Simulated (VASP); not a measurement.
# InSe in VASP: single point with PBE+D3(BJ)

Aim: the single point of InSe with PBE+D3(BJ).

All numbers are computed with VASP 6.6.1; they aren't measurements. Logs are shortened: lines on timing, memory, paths and dates and some standing lists are left out, and cuts for length are marked.

### Step 1. The cell of the first run

The cell holds a slab with vacuum, 8 atoms: a = 4.139 Å, b = 4.497 Å, c = 23.559 Å, α = 90.00°, β = 90.00°, γ = 90.00°.

### Step 2. Single point, PBE+D3(BJ)

The input, INCAR:

```
SYSTEM = InSe
PREC = Accurate
ENCUT = 520
EDIFF = 1E-7
ISMEAR = 0
SIGMA = 0.05
LREAL = .False.
LASPH = .True.
NELM = 100
ALGO = Normal
ISIF = 2
LWAVE = .False.
LCHARG = .False.
LDIPOL = .True.
IDIPOL = 3
DIPOL = 0.5 0.5 0.500
GGA = PE
IVDW = 12
NBANDS = 48
```

The input, KPOINTS:

```
Automatic mesh
0
Gamma
  8 8 1
  0 0 0
```

The input, POSCAR:

```
InSe
1.0
    4.1385277464      0.0000000000      0.0000000000
    0.0000000000      4.4965573378      0.0000000000
    0.0000000000      0.0000000000     23.5585673092
In Se
4 4
Direct
    0.5000000000      0.4032675394      0.3183555223
    0.0000000000      0.1887876335      0.4456538638
    0.0000000000      0.9339525970      0.5543461362
    0.5000000000      0.7194726912      0.6816444777
    0.0000000000      0.0206740284      0.3361944814
    0.5000000000      0.5713811445      0.4278149046
    0.5000000000      0.5513590860      0.5721850954
    0.0000000000      0.1020662021      0.6638055186
```

Potentials or basis: VASP PAW PBE potentials, release 64 (In_d, Se).

Run with:

```
cat potpaw_PBE.64/In_d/POTCAR potpaw_PBE.64/Se/POTCAR > POTCAR
mpirun -np 1 vasp_std > vasp.out
```

OUTCAR:

```text
SYSTEM = InSe
   PREC = Accurate
   ENCUT = 520
   EDIFF = 1E-7
   ISMEAR = 0
   LREAL = .False.
   LASPH = .True.
   NELM = 100
   ISIF = 2
   GGA = PE
   IVDW = 12
 IVDW          = 12

 ion  position               nearest neighbor table
   1  0.500  0.403  0.318-   6 2.69   5 2.72   5 2.72   2 3.77   2 3.77
   2  0.000  0.189  0.446-   5 2.69   6 2.72   6 2.72   3 2.81   1 3.77   1 3.77
   3  0.000  0.934  0.554-   8 2.69   7 2.72   7 2.72   2 2.81   4 3.77   4 3.77
   4  0.500  0.719  0.682-   7 2.69   8 2.72   8 2.72   3 3.77   3 3.77
   5  0.000  0.021  0.336-   2 2.69   1 2.72   1 2.72
   6  0.500  0.571  0.428-   1 2.69   2 2.72   2 2.72
   7  0.500  0.551  0.572-   4 2.69   3 2.72   3 2.72
   8  0.000  0.102  0.664-   3 2.69   4 2.72   4 2.72

  LATTYP: Found a simple orthorhombic cell.
 ALAT       =     4.1385277464
 B/A-ratio  =     1.0865113425
 C/A-ratio  =     5.6924995440

  Lattice vectors:

 A1 = (   4.1385277464,   0.0000000000,   0.0000000000)
 A2 = (   0.0000000000,   4.4965573378,   0.0000000000)
 A3 = (   0.0000000000,   0.0000000000,  23.5585673092)

Analysis of symmetry for initial positions (statically):
=====================================================================
 Subroutine PRICEL returns:
 Original cell was already a primitive cell.

 Routine SETGRP: Setting up the symmetry group for a
 simple orthorhombic supercell.

 Subroutine GETGRP returns: Found  4 space group operations
 (whereof  2 operations were pure point group operations)
 out of a pool of  8 trial point group operations.

The static configuration has the point symmetry C_1h.
 The point group associated with its full space group is C_2h.

Analysis of symmetry for dynamics (positions and initial velocities):
=====================================================================
 Subroutine PRICEL returns:
 Original cell was already a primitive cell.

 Routine SETGRP: Setting up the symmetry group for a
 simple orthorhombic supercell.

 Subroutine GETGRP returns: Found  4 space group operations
 (whereof  2 operations were pure point group operations)
 out of a pool of  8 trial point group operations.

The dynamic configuration has the point symmetry C_1h.
 The point group associated with its full space group is C_2h.

 Subroutine INISYM returns: Found  4 space group operations
 (whereof  2 operations are pure point group operations),
 and found     1 'primitive' translations

----------------------------------------------------------------------------------------

                                     Primitive cell

  volume of cell :     438.4044

  direct lattice vectors                    reciprocal lattice vectors
     4.138527746  0.000000000  0.000000000     0.241631822  0.000000000  0.000000000
     0.000000000  4.496557338  0.000000000     0.000000000  0.222392360  0.000000000
     0.000000000  0.000000000 23.558567309     0.000000000  0.000000000  0.042447403

  length of vectors
     4.138527746  4.496557338 23.558567309     0.241631822  0.222392360  0.042447403

  position of ions in fractional coordinates (direct lattice)
     0.500000000  0.403267539  0.318355522
     0.000000000  0.188787633  0.445653864
     0.000000000  0.933952597  0.554346136
     0.500000000  0.719472691  0.681644478
     0.000000000  0.020674028  0.336194481
     0.500000000  0.571381145  0.427814905
     0.500000000  0.551359086  0.572185095
     0.000000000  0.102066202  0.663805519

  ion indices of the primitive-cell ions
   primitive index   ion index
                 1           1
                 2           2
                 3           3
                 4           4
                 5           5
                 6           6
                 7           7
                 8           8

----------------------------------------------------------------------------------------

 KPOINTS: Automatic mesh

Automatic generation of k-mesh.
 Grid dimensions read from file:
 generate k-points for:    8    8    1

 Generating k-lattice:

  Cartesian coordinates                     Fractional coordinates (reciprocal lattice)
     0.030203978  0.000000000  0.000000000     0.125000000  0.000000000  0.000000000
     0.000000000  0.027799045  0.000000000     0.000000000  0.125000000  0.000000000
     0.000000000  0.000000000  0.042447403     0.000000000  0.000000000  1.000000000

  Length of vectors
     0.030203978  0.027799045  0.042447403

  Shift w.r.t. Gamma in fractional coordinates (k-lattice)
     0.000000000  0.000000000  0.000000000

 Subroutine IBZKPT returns following result:
 ===========================================

 Found     25 irreducible k-points:

 Following reciprocal coordinates:
            Coordinates               Weight
  0.000000  0.000000  0.000000      1.000000
  0.125000  0.000000  0.000000      2.000000
  0.250000  0.000000  0.000000      2.000000
  0.375000  0.000000  0.000000      2.000000
  0.500000  0.000000  0.000000      1.000000
  0.000000  0.125000  0.000000      2.000000
[... 16 lines left out ...]
  0.250000  0.500000  0.000000      2.000000
  0.375000  0.500000  0.000000      2.000000
   k-points           NKPTS =     25   k-points in BZ     NKDIM =     25   number of bands    NBANDS=     48
   number of dos      NEDOS =    301   number of ions     NIONS =      8
   total plane-waves  NPLWV = 207360
   dimension x,y,z NGX =    32 NGY =   36 NGZ =  180
   dimension x,y,z NGXF=    64 NGYF=   72 NGZF=  360
   ions per type =               4   4
   NGX,Y,Z   is equivalent  to a cutoff of  12.85, 13.31, 12.70 a.u.
   NGXF,Y,Z  is equivalent  to a cutoff of  25.71, 26.62, 25.40 a.u.
 SYSTEM =  InSe
   PREC   = accura    normal or accurate (medium, high low for compatibility)
   ISTART =      0    job   : 0-new  1-cont  2-samecut
   ICHARG =      2    charge: 1-file 2-atom 10-const
   ISPIN  =      1    spin polarized calculation?
   LNONCOLLINEAR =      F non collinear calculations
   LSORBIT =      F    spin-orbit coupling
   LASPH  =      T    aspherical Exc in radial PAW
   ENCUT  =  520.0 eV  38.22 Ry    6.18 a.u.   7.69  8.36 43.80*2*pi/ulx,y,z
   NELM   =    100;   NELMIN=  2; NELMDL= -5     # of ELM steps
   EDIFF  = 0.1E-06   stopping-criterion for ELM
   LREAL  =      F    real-space projection
   EDIFFG = 0.1E-05   stopping-criterion for IOM
   NSW    =      0    number of steps for IOM
   IBRION =     -1    ionic relax: 0-MD 1-quasi-New 2-CG
   NFREE  =      0    steps in history (QN), initial steepest desc. (CG)
   ISIF   =      2    stress and relaxation
   ISYM   =      2    0-nonsym 1-usesym 2-fastsym
   POTIM  = 0.5000    time-step for ionic-motion
   TEBEG  =    0.0;   TEEND  =   0.0 temperature during run
   PSTRESS=    0.0 pullay stress
   NELECT =      76.0000    total number of electrons
   NUPDOWN=      -1.0000    fix difference up-down
   EMIN   =  10.00;   EMAX   =-10.00  energy-range for DOS
   EFERMI =   0.00;   METHOD = LEGACY
   ISMEAR =     0;   SIGMA  =   0.05  broadening in eV -4-tet -1-fermi 0-gaus
   EFERMI_NEDOS =   21; number of points for ismear=-14 and -15
   IALGO  =     38    algorithm
   IMIX   =      4    mixing-type and parameters
     AMIX     =   0.40;   BMIX     =  1.00
     AMIX_MAG =   1.60;   BMIX_MAG =  1.00
  volume/ion in A,a.u.               =      54.80       369.81
  Fermi-wavevector in a.u.,A,eV,Ry     =   0.912825  1.724990 11.337058  0.833250
  Thomas-Fermi vector in A             =   2.037266
   LORBIT       =      0    0 simple, 1 ext, 2 COOP (PROOUT), +10 PAW based schemes
   GGA     = PE    functional components
   LHFCALC =     F    Hartree Fock is set to
   AEXX    =    0.0000 exact exchange contribution
   IVDW    =    12    specifies the selected vdW correction
   LEPSILON=     F    determine dielectric tensor
   LRPA    =     F    only Hartree local field effects (RPA)
 non-spin polarized calculation
 Gauss-broadening in eV      SIGMA  =   0.05
  energy-cutoff  :      520.00
  volume of cell :      438.40
 maximum number of plane-waves:     11873
 NGX is ok and might be reduce to    32
   NGX = 15   NGY = 17   NGZ = 87

 dipolmoment           0.000000      0.000000      0.000000 electrons x Angstroem

 number of electron      75.9999986 magnetization

 dipolmoment           0.000000      0.000000     -0.000001 electrons x Angstroem

 Free energy of the ion-electron system (eV)
  ---------------------------------------------------
  ext. energy  EPLUGINS =         0.00000000
  ---------------------------------------------------
  free energy    TOTEN  =       -26.45653705 eV

  energy without entropy =      -26.44563430  energy(sigma->0) =      -26.45108568

 E-fermi :   0.2676     XC(G=0):  -5.1269

 val. band max:        0.2666999837   @ k =   0.2500   0.1250   0.0000
 cond. band min:       0.2702930249   @ k =   0.0000   0.1250   0.0000
 fundamental gap:      0.0035930413
 Fermi energy:         0.2675730580

 k-point     1 :       0.0000    0.0000    0.0000
  band No.  band energies     occupation
      1     -14.6406      2.00000
      2     -14.5839      2.00000
      3     -14.4128      2.00000
      4     -14.3787      2.00000
      5     -14.3070      2.00000
      6     -14.3050      2.00000
[... 40 lines left out ...]
     47       4.8482      0.00000
     48       5.1317      0.00000

 k-point     2 :       0.1250    0.0000    0.0000
  band No.  band energies     occupation
      1     -14.6362      2.00000
      2     -14.5786      2.00000
      3     -14.4305      2.00000
      4     -14.3742      2.00000
      5     -14.3330      2.00000
      6     -14.2907      2.00000
[... 40 lines left out ...]
     47       4.8116      0.00000
     48       5.0035      0.00000

 k-point     3 :       0.2500    0.0000    0.0000
  band No.  band energies     occupation
      1     -14.6251      2.00000
      2     -14.5640      2.00000
      3     -14.4735      2.00000
      4     -14.3798      2.00000
      5     -14.3675      2.00000
      6     -14.3027      2.00000
[... 40 lines left out ...]
     47       4.8087      0.00000
     48       4.9682      0.00000

 k-point     4 :       0.3750    0.0000    0.0000
  band No.  band energies     occupation
      1     -14.6104      2.00000
      2     -14.5436      2.00000
      3     -14.5202      2.00000
      4     -14.4321      2.00000
      5     -14.3656      2.00000
      6     -14.3160      2.00000
[... 958 lines left out ...]
     47       4.2343      0.00000
     48       5.1752      0.00000

 k-point    23 :       0.2500    0.5000    0.0000
  band No.  band energies     occupation
      1     -14.6252      2.00000
      2     -14.5903      2.00000
      3     -14.5120      2.00000
      4     -14.4576      2.00000
      5     -14.3780      2.00000
      6     -14.3034      2.00000
[... 40 lines left out ...]
     47       5.0146      0.00000
     48       5.4335      0.00000

 k-point    24 :       0.3750    0.5000    0.0000
  band No.  band energies     occupation
      1     -14.6226      2.00000
      2     -14.6000      2.00000
      3     -14.5645      2.00000
      4     -14.5292      2.00000
      5     -14.3998      2.00000
      6     -14.3151      2.00000
[... 40 lines left out ...]
     47       5.4647      0.00000
     48       5.7052      0.00000

 [... further k-points ...]

------------------------ aborting loop because EDIFF is reached ----------------------------------------

 vacuum level on the upper side and lower side of the slab       (xc-potential included)        -0.064        -0.064

 Edisp (eV)   -2.20274

 E8    (eV) :    -1.0412

  FORCE on cell =-STRESS in cart. coord.  units (eV):
  Direction    XX          YY          ZZ          XY          YZ          ZX
  --------------------------------------------------------------------------------------
  -------------------------------------------------------------------------------------
  Total       0.45948    -0.55467     3.63439     0.00000    -0.00162     0.00000
  in kB       1.67921    -2.02706    13.28211     0.00000    -0.00592     0.00000
  external pressure =        4.31 kB  Pullay stress =        0.00 kB

 VOLUME and BASIS-vectors are now :
 -----------------------------------------------------------------------------
  energy-cutoff  :      520.00
  volume of cell :      438.40
      direct lattice vectors                 reciprocal lattice vectors
     4.138527746  0.000000000  0.000000000     0.241631822  0.000000000  0.000000000
     0.000000000  4.496557338  0.000000000     0.000000000  0.222392360  0.000000000
     0.000000000  0.000000000 23.558567309     0.000000000  0.000000000  0.042447403

 POSITION                                       TOTAL-FORCE (eV/Angst)
 -----------------------------------------------------------------------------------
      2.06926      1.81332      7.50000         0.000000      0.411795     -0.095158
      0.00000      0.84889     10.49897         0.000000      0.135723      0.140108
      0.00000      4.19957     13.05960         0.000000     -0.135723     -0.140108
      2.06926      3.23515     16.05857         0.000000     -0.411795      0.095158
      0.00000      0.09296      7.92026         0.000000     -0.500701     -0.576681
      2.06926      2.56925     10.07871         0.000000     -0.002744      0.354519
      2.06926      2.47922     13.47986         0.000000      0.002744     -0.354519
      0.00000      0.45895     15.63831         0.000000      0.500701      0.576681
 -----------------------------------------------------------------------------------
    total drift:                                0.000000     -0.000007     -0.000076

  FREE ENERGIE OF THE ION-ELECTRON SYSTEM (eV)
  ---------------------------------------------------
  free  energy   TOTEN  =       -28.6592800436 eV

  energy  without entropy=      -28.6483772972  energy(sigma->0) =      -28.65382867

 vacuum level on the upper side and lower side of the slab         4.420         4.420
```

Run time: 14 min. Hardware: 1 thread of Intel Xeon Platinum 8375C at 2.90GHz (Ice Lake), shared host; peak memory 0.71 GiB.

Results:

| Quantity | Value |
| --- | --- |
| Free energy | -28.6593 eV |
| Largest force | 0.764 eV/Å |
| Band gap on the k mesh | zero (bands 38 and 39 overlap by 0.43 eV) |
| Dispersion energy per atom | -0.275 eV |

Forces on the atoms (eV/Å):
```
In   0.000  0.412 -0.095
In   0.000  0.136  0.140
In   0.000 -0.136 -0.140
In   0.000 -0.412  0.095
Se   0.000 -0.501 -0.577
Se   0.000 -0.003  0.355
Se   0.000  0.003 -0.355
Se   0.000  0.501  0.577
```

Caveat: spin-orbit coupling is left out, which moves the levels of the heavy elements.
